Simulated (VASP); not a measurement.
Write the native input for VASP 6.6.1 that does the following.

* Task: single point
* Functional: PBE
* Potentials or basis: VASP PAW PBE potentials, release 64 (Ca_sv, Si, S)
* Cutoff: 520 eV
* k mesh: 6 × 6 × 2
* Occupations: gaussian, width 0.1 eV
* Spin: no spin polarisation
* Dipole correction: no
* Further INCAR settings: ALGO = Normal; EDIFF = 1e-07; NBANDS = 45

The structure of Ca5Si2S2 lies in POSCAR:

```
Ca5Si2S2
1.0
    4.9323233000      0.0000000000      0.0000000000
   -2.4661616500      4.2715172800      0.0000000000
    0.0000000000      0.0000000000      9.4306263400
Ca Si S
5 2 2
Direct
    0.3333333300      0.6666666700      0.1143259600
    0.6666666700      0.3333333300      0.8856740400
    0.3333333300      0.6666666700      0.4313473700
    0.6666666700      0.3333333300      0.5686526300
    0.0000000000      0.0000000000      0.0000000000
    0.0000000000      0.0000000000      0.3071264600
    0.0000000000      0.0000000000      0.6928735400
    0.3333333300      0.6666666700      0.7581272700
    0.6666666700      0.3333333300      0.2418727300
```

The cell was generated, and may not be a known phase.

One way to write it, as run:

INCAR

```
SYSTEM = Ca5Si2S2
  ALGO = Normal
  EDIFF = 1E-7
  ENCUT = 520
  GGA = PE
  ISIF = 2
  ISMEAR = 0
  LASPH = .TRUE.
  LCHARG = .FALSE.
  LREAL = .FALSE.
  LWAVE = .FALSE.
  NBANDS = 45
  NELM = 100
  PREC = Accurate
  SIGMA = 0.1
```

KPOINTS

```
k-points
0
G
  6 6 2
  0 0 0
```

Potentials or basis: VASP PAW PBE potentials, release 64 (Ca_sv, Si, S).

The run is started by

```sh
$ cat potpaw_PBE.64/Ca_sv/POTCAR potpaw_PBE.64/Si/POTCAR potpaw_PBE.64/S/POTCAR > POTCAR
$ mpirun -np 1 vasp_std > vasp.out
```

It gave:

```
Pressure               : 4.9 GPa
Largest force          : 1.093 eV/Å
Band gap on the k mesh : zero (bands 35 and 36 overlap by 0.81 eV)
```

Caveat: the stress differs along the axes, from 1 to 7 GPa; forces of over 1 eV/Å act on the atoms, so gaps and moduli don't describe the material at rest.

Wall time 94 s on 1 thread of AMD EPYC 9R45 96-Core Processor (Zen 5), with other jobs on the host, peak memory 0.35 GiB.
